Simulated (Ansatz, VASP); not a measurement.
One calculation of KBaCeBiO6, two programs

File INCAR:

```
PREC = Accurate
ENCUT = 600
EDIFF = 1E-7
ISMEAR = 0
SIGMA = 0.1
LREAL = False
LASPH = True
NELM = 200
ALGO = Normal
ISIF = 3
LWAVE = False
LCHARG = False
LMAXMIX = 6
LDAU = True
LDAUTYPE = 2
LDAUL = -1 -1 3 -1 1
LDAUU = 0 0 5 0 5.5
LDAUJ = 0 0 0 0 0
LDAUPRINT = 1
GGA = PE
IBRION = 2
NSW = 100
EDIFFG = -0.05
GGA_COMPAT = False
NELMIN = 4
```

File KPOINTS:

```
Automatic mesh
0
Gamma
  4 4 4
```

The input POSCAR:

```
KBaCeBiO6
1.0
    0.0000000000      4.3784821000      4.3784821000
    4.3784821000      0.0000000000      4.3784821000
    4.3784821000      4.3784821000      0.0000000000
Ba Bi Ce K O
1 1 1 1 6
Direct
    0.7500000000      0.7500000000      0.7500000000
    0.0000000000      0.0000000000      0.0000000000
    0.5000000000      0.5000000000      0.5000000000
    0.2500000000      0.2500000000      0.2500000000
    0.7546644600      0.2453355400      0.2453355400
    0.2453355400      0.7546644600      0.7546644600
    0.2453355400      0.7546644600      0.2453355400
    0.7546644600      0.2453355400      0.7546644600
    0.2453355400      0.2453355400      0.7546644600
    0.7546644600      0.7546644600      0.2453355400
```

Input for Ansatz:

```yaml
crystal:
  lattice:
    - [0.0, 4.3784821, 4.3784821]
    - [4.3784821, 0.0, 4.3784821]
    - [4.3784821, 4.3784821, 0.0]
  atoms:
    - { symbol: Ba, position: [0.75, 0.75, 0.75] }
    - { symbol: Bi, position: [0.0, 0.0, 0.0] }
    - { symbol: Ce, position: [0.5, 0.5, 0.5] }
    - { symbol: K, position: [0.25, 0.25, 0.25] }
    - { symbol: O, position: [0.75466446, 0.24533554, 0.24533554] }
    - { symbol: O, position: [0.24533554, 0.75466446, 0.75466446] }
    - { symbol: O, position: [0.24533554, 0.75466446, 0.24533554] }
    - { symbol: O, position: [0.75466446, 0.24533554, 0.75466446] }
    - { symbol: O, position: [0.24533554, 0.24533554, 0.75466446] }
    - { symbol: O, position: [0.75466446, 0.75466446, 0.24533554] }
basis:
  ecutwfc: 420
kpoints:
  mp_grid: { grid: [4, 4, 4] }
hamiltonian:
  xc: pbe
  hubbard:
    sites: [{ species: Ce, l: f, u_eff: 5.0 }, { species: O, l: p, u_eff: 5.5 }]
scf:
  occupations: { method: gaussian, width: 0.1 }
output:
  forces: true
  stress: true
  eigenvalues: true
relax:
  adjacent_minimum: "off"
  f_tol: 0.05
  max_steps: 80
  cell: { stress_tol: 0.5 }
```

Alike in both runs: task relaxation of cell and atoms; functional PBE; k mesh 4 × 4 × 4; occupations gaussian, width 0.1 eV; no spin polarisation; Hubbard terms Ce f U = 5.0 eV, O p U = 5.5 eV.

```csv
,VASP,Ansatz
version,VASP 6.6.1,Ansatz 0.2.0
potentials or method,"VASP PAW PBE potentials, release 64 (Ba_sv, Bi_d, Ce, K_sv, O), cutoff 600 eV","scalar-relativistic, plane waves, PAW"
valence electrons in the cell,82,82
```

|  | VASP | Ansatz | Ansatz less VASP |
| --- | --- | --- | --- |
| gap on the k mesh at the Fermi level, each at its own relaxed structure (eV) | 1.93 | 2.42 | +0.486 |
| relaxed volume (Å³/atom) | 16.55 | 16.34 | -0.215 |
| relaxed length of the cell vector where the two differ most in proportion (Å) | 6.163 | 6.136 | -0.0268 |

The programs project onto different local orbitals, so the same U acts differently, and such runs can settle in different states.

Spin-orbit coupling is off throughout.
